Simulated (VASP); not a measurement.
# SnS2 (r.Ae) in VASP: single point with PBEsol

Aim: the single point of SnS2 (r.Ae) with PBEsol.

Program: VASP 6.6.1. These are calculated values, not measurements. Logs are shortened: lines on timing, memory, paths and dates and some standing lists are left out, and cuts for length are marked.

**1. The cell of the first run**

The cell holds a sheet with vacuum, 3 atoms: a = 3.656 Å, b = 3.656 Å, c = 18.932 Å, α = 90.00°, β = 90.00°, γ = 120.00°.

**2. Single point, PBEsol**

Contents of INCAR:

```
SYSTEM = SnS2
ALGO = Normal ; DIPOL = 0.5 0.5 0.500
EDIFF = 1E-6 ; ENCUT = 400
GGA = PS ; GGA_COMPAT = .False.
IDIPOL = 3 ; ISIF = 2
ISMEAR = 0 ; LASPH = .True.
LCHARG = .False. ; LDIPOL = .True.
LREAL = .False. ; LWAVE = .False.
NBANDS = 20 ; NELM = 120
NELMDL = -8 ; PREC = Accurate
SIGMA = 0.03
```

Contents of KPOINTS:

```
k-points
0
Gamma
  12 12 1
  0 0 0
```

Contents of POSCAR:

```
SnS2
1.0
    3.6556361802      0.0000000000      0.0000000000
   -1.8278180901      3.1658737991      0.0000000000
    0.0000000000      0.0000000000     18.9318079020
S Sn
2 1
Direct
    0.3333333333      0.6666666667      0.4225692571
    0.6666666667      0.3333333333      0.5774307429
    0.0000000000      0.0000000000      0.5000000000
```

Potentials or basis: VASP PAW PBE potentials, release 64 (S, Sn_d).

The run is started by

```
$ cat potpaw_PBE.64/S/POTCAR potpaw_PBE.64/Sn_d/POTCAR > POTCAR
$ mpirun -np 1 vasp_std > vasp.out
```

OUTCAR:

```text
SYSTEM = SnS2
   EDIFF = 1E-6
   ENCUT = 400
   GGA = PS
   ISIF = 2
   ISMEAR = 0
   LASPH = .True.
   LREAL = .False.
   NELM = 120
   NELMDL = -8
   PREC = Accurate

 ion  position               nearest neighbor table
   1  0.333  0.667  0.423-   3 2.57   3 2.57   3 2.57
   2  0.667  0.333  0.577-   3 2.57   3 2.57   3 2.57
   3  0.000  0.000  0.500-   1 2.57   2 2.57   2 2.57   1 2.57   2 2.57   1 2.57

  LATTYP: Found a hexagonal cell.
 ALAT       =     3.6556361802
 C/A-ratio  =     5.1787997954

  Lattice vectors:

 A1 = (   3.6556361802,   0.0000000000,   0.0000000000)
 A2 = (  -1.8278180901,   3.1658737991,   0.0000000000)
 A3 = (   0.0000000000,   0.0000000000,  18.9318079020)

Analysis of symmetry for initial positions (statically):
=====================================================================
 Subroutine PRICEL returns:
 Original cell was already a primitive cell.

 Routine SETGRP: Setting up the symmetry group for a
 hexagonal supercell.

 Subroutine GETGRP returns: Found 12 space group operations
 (whereof 12 operations were pure point group operations)
 out of a pool of 24 trial point group operations.

The static configuration has the point symmetry D_3d.

Analysis of symmetry for dynamics (positions and initial velocities):
=====================================================================
 Subroutine PRICEL returns:
 Original cell was already a primitive cell.

 Routine SETGRP: Setting up the symmetry group for a
 hexagonal supercell.

 Subroutine GETGRP returns: Found 12 space group operations
 (whereof 12 operations were pure point group operations)
 out of a pool of 24 trial point group operations.

The dynamic configuration has the point symmetry D_3d.

 Subroutine INISYM returns: Found 12 space group operations
 (whereof 12 operations are pure point group operations),
 and found     1 'primitive' translations

----------------------------------------------------------------------------------------

                                     Primitive cell

  volume of cell :     219.1032

  direct lattice vectors                    reciprocal lattice vectors
     3.655636180  0.000000000  0.000000000     0.273550198  0.157934280  0.000000000
    -1.827818090  3.165873799  0.000000000     0.000000000  0.315868561  0.000000000
     0.000000000  0.000000000 18.931807902     0.000000000  0.000000000  0.052821157

  length of vectors
     3.655636180  3.655636180 18.931807902     0.315868561  0.315868561  0.052821157

  position of ions in fractional coordinates (direct lattice)
     0.333333333  0.666666667  0.422569257
     0.666666667  0.333333333  0.577430743
     0.000000000  0.000000000  0.500000000

  ion indices of the primitive-cell ions
   primitive index   ion index
                 1           1
                 2           2
                 3           3

----------------------------------------------------------------------------------------

 KPOINTS: k-points

Automatic generation of k-mesh.
 Grid dimensions read from file:
 generate k-points for:   12   12    1

 Generating k-lattice:

  Cartesian coordinates                     Fractional coordinates (reciprocal lattice)
     0.022795850  0.013161190  0.000000000     0.083333333  0.000000000  0.000000000
     0.000000000  0.026322380  0.000000000     0.000000000  0.083333333  0.000000000
     0.000000000  0.000000000  0.052821157     0.000000000  0.000000000  1.000000000

  Length of vectors
     0.026322380  0.026322380  0.052821157

  Shift w.r.t. Gamma in fractional coordinates (k-lattice)
     0.000000000  0.000000000  0.000000000

 Subroutine IBZKPT returns following result:
 ===========================================

 Found     19 irreducible k-points:

 Following reciprocal coordinates:
            Coordinates               Weight
  0.000000  0.000000  0.000000      1.000000
  0.083333  0.000000  0.000000      6.000000
  0.166667  0.000000  0.000000      6.000000
  0.250000  0.000000  0.000000      6.000000
  0.333333  0.000000  0.000000      6.000000
  0.416667  0.000000  0.000000      6.000000
[... 11 lines left out ...]
  0.333333  0.250000  0.000000     12.000000
  0.333333  0.333333  0.000000      2.000000
   k-points           NKPTS =     19   k-points in BZ     NKDIM =     19   number of bands    NBANDS=     20
   number of dos      NEDOS =    301   number of ions     NIONS =      3
   total plane-waves  NPLWV =  72576
   dimension x,y,z NGX =    24 NGY =   24 NGZ =  126
   dimension x,y,z NGXF=    48 NGYF=   48 NGZF=  252
   ions per type =               2   1
   NGX,Y,Z   is equivalent  to a cutoff of  10.91, 10.91, 11.06 a.u.
   NGXF,Y,Z  is equivalent  to a cutoff of  21.83, 21.83, 22.13 a.u.
 SYSTEM =  SnS2
   PREC   = accura    normal or accurate (medium, high low for compatibility)
   ISTART =      0    job   : 0-new  1-cont  2-samecut
   ICHARG =      2    charge: 1-file 2-atom 10-const
   ISPIN  =      1    spin polarized calculation?
   LNONCOLLINEAR =      F non collinear calculations
   LSORBIT =      F    spin-orbit coupling
   LASPH  =      T    aspherical Exc in radial PAW
   ENCUT  =  400.0 eV  29.40 Ry    5.42 a.u.   5.96  5.96 30.87*2*pi/ulx,y,z
   NELM   =    120;   NELMIN=  2; NELMDL= -8     # of ELM steps
   EDIFF  = 0.1E-05   stopping-criterion for ELM
   LREAL  =      F    real-space projection
   EDIFFG = 0.1E-04   stopping-criterion for IOM
   NSW    =      0    number of steps for IOM
   IBRION =     -1    ionic relax: 0-MD 1-quasi-New 2-CG
   NFREE  =      0    steps in history (QN), initial steepest desc. (CG)
   ISIF   =      2    stress and relaxation
   ISYM   =      2    0-nonsym 1-usesym 2-fastsym
   POTIM  = 0.5000    time-step for ionic-motion
   TEBEG  =    0.0;   TEEND  =   0.0 temperature during run
   PSTRESS=    0.0 pullay stress
   NELECT =      26.0000    total number of electrons
   NUPDOWN=      -1.0000    fix difference up-down
   EMIN   =  10.00;   EMAX   =-10.00  energy-range for DOS
   EFERMI =   0.00;   METHOD = LEGACY
   ISMEAR =     0;   SIGMA  =   0.03  broadening in eV -4-tet -1-fermi 0-gaus
   EFERMI_NEDOS =   21; number of points for ismear=-14 and -15
   IALGO  =     38    algorithm
   IMIX   =      4    mixing-type and parameters
     AMIX     =   0.40;   BMIX     =  1.00
     AMIX_MAG =   1.60;   BMIX_MAG =  1.00
  volume/ion in A,a.u.               =      73.03       492.86
  Fermi-wavevector in a.u.,A,eV,Ry     =   0.804482  1.520251  8.805575  0.647191
  Thomas-Fermi vector in A             =   1.912547
   LORBIT       =      0    0 simple, 1 ext, 2 COOP (PROOUT), +10 PAW based schemes
   GGA     = PS    functional components
   LHFCALC =     F    Hartree Fock is set to
   AEXX    =    0.0000 exact exchange contribution
   IVDW    =     0    specifies the selected vdW correction
   LEPSILON=     F    determine dielectric tensor
   LRPA    =     F    only Hartree local field effects (RPA)
 non-spin polarized calculation
 Gauss-broadening in eV      SIGMA  =   0.03
  energy-cutoff  :      400.00
  volume of cell :      219.10
 maximum number of plane-waves:      4026
 NGX is ok and might be reduce to    24
   NGX = 11   NGY = 11   NGZ = 61

 dipolmoment           0.000000      0.000000      0.000000 electrons x Angstroem

 number of electron      26.0000001 magnetization

 dipolmoment           0.000000      0.000000     -0.000000 electrons x Angstroem

 Free energy of the ion-electron system (eV)
  ---------------------------------------------------
  ext. energy  EPLUGINS =         0.00000000
  ---------------------------------------------------
  free energy    TOTEN  =       -14.24142174 eV

  energy without entropy =      -14.24142174  energy(sigma->0) =      -14.24142174

 E-fermi :  -3.1000     XC(G=0):  -3.5058

 val. band max:       -3.2938926960   @ k =   0.1667   0.0000   0.0000
 cond. band min:      -1.7368339326   @ k =   0.5000   0.0000   0.0000
 fundamental gap:      1.5570587633
 Fermi energy:        -3.1000156240

 k-point     1 :       0.0000    0.0000    0.0000
  band No.  band energies     occupation
      1     -23.9606      2.00000
      2     -23.9606      2.00000
      3     -23.9181      2.00000
      4     -23.8898      2.00000
      5     -23.8898      2.00000
      6     -16.8161      2.00000
[... 12 lines left out ...]
     19       3.2285      0.00000
     20       4.0596      0.00000

 k-point     2 :       0.0833    0.0000    0.0000
  band No.  band energies     occupation
      1     -23.9651      2.00000
      2     -23.9564      2.00000
      3     -23.9148      2.00000
      4     -23.8928      2.00000
      5     -23.8895      2.00000
      6     -16.7380      2.00000
[... 12 lines left out ...]
     19       3.3076      0.00000
     20       4.2019      0.00000

 k-point     3 :       0.1667    0.0000    0.0000
  band No.  band energies     occupation
      1     -23.9785      2.00000
      2     -23.9460      2.00000
      3     -23.9075      2.00000
      4     -23.8977      2.00000
      5     -23.8875      2.00000
      6     -16.5075      2.00000
[... 12 lines left out ...]
     19       3.7135      0.00000
     20       4.5245      0.00000

 k-point     4 :       0.2500    0.0000    0.0000
  band No.  band energies     occupation
      1     -23.9987      2.00000
      2     -23.9354      2.00000
      3     -23.9125      2.00000
      4     -23.8877      2.00000
      5     -23.8810      2.00000
      6     -16.1388      2.00000
[... 314 lines left out ...]
 k-point    18 :       0.3333    0.2500    0.0000
  band No.  band energies     occupation
      1     -24.0046      2.00000
      2     -23.9638      2.00000
      3     -23.9029      2.00000
      4     -23.8788      2.00000
      5     -23.8620      2.00000
      6     -14.6452      2.00000
[... 12 lines left out ...]
     19       5.7898      0.00000
     20       6.1672      0.00000

 k-point    19 :       0.3333    0.3333    0.0000
  band No.  band energies     occupation
      1     -23.9848      2.00000
      2     -23.9848      2.00000
      3     -23.8885      2.00000
      4     -23.8885      2.00000
      5     -23.8655      2.00000
      6     -14.3773      2.00000
[... 12 lines left out ...]
     19       5.8820      0.00000
     20       5.8820      0.00000

------------------------ aborting loop because EDIFF is reached ----------------------------------------

 vacuum level on the upper side and lower side of the slab       (xc-potential included)        -0.130        -0.130

  FORCE on cell =-STRESS in cart. coord.  units (eV):
  Direction    XX          YY          ZZ          XY          YZ          ZX
  --------------------------------------------------------------------------------------
  -------------------------------------------------------------------------------------
  Total       -0.1366557     -0.1366557      0.1359960      0.0000000      0.0000000      0.0000000
  in kB       -0.9992854     -0.9992854      0.9944618      0.0000000      0.0000000      0.0000000
  external PRESSURE =      -0.3347030 kB  Pullay stress =       0.0000000 kB

 VOLUME and BASIS-vectors are now :
 -----------------------------------------------------------------------------
  energy-cutoff  :      400.00
  volume of cell :      219.10
      direct lattice vectors                 reciprocal lattice vectors
     3.655636180  0.000000000  0.000000000     0.273550198  0.157934280  0.000000000
    -1.827818090  3.165873799  0.000000000     0.000000000  0.315868561  0.000000000
     0.000000000  0.000000000 18.931807902     0.000000000  0.000000000  0.052821157

 POSITION                                       TOTAL-FORCE (eV/Angst)
 -----------------------------------------------------------------------------------
     -0.00000      2.11058      8.00000         0.000000     -0.000000     -0.054828
      1.82782      1.05529     10.93181        -0.000000      0.000000      0.054828
      0.00000      0.00000      9.46590        -0.000000      0.000000     -0.000000
 -----------------------------------------------------------------------------------
    total drift:                                0.000000      0.000000      0.000000

  FREE ENERGIE OF THE ION-ELECTRON SYSTEM (eV)
  ---------------------------------------------------
  free  energy   TOTEN  =       -14.2414217369 eV

  energy  without entropy=      -14.2414217369  energy(sigma->0) =      -14.24142174

 vacuum level on the upper side and lower side of the slab         3.402         3.402
```

Run time: 2.3 min. Hardware: 1 thread of Intel Xeon Platinum 8375C at 2.90GHz (Ice Lake), shared host; peak memory 0.26 GiB.

What came out:

* Free energy: -14.2414 eV
* Largest force: 0.055 eV/Å
* Band gap on the k mesh: 1.56 eV, indirect (least direct gap 1.81 eV)

Forces on the atoms (eV/Å):
```
S    0.000  0.000 -0.055
S    0.000  0.000  0.055
Sn   0.000  0.000  0.000
```

Caveat: the PAW data sets were made with another functional, which shifts forces and pressure a little; spin-orbit coupling is left out, which moves the levels of the heavy elements.
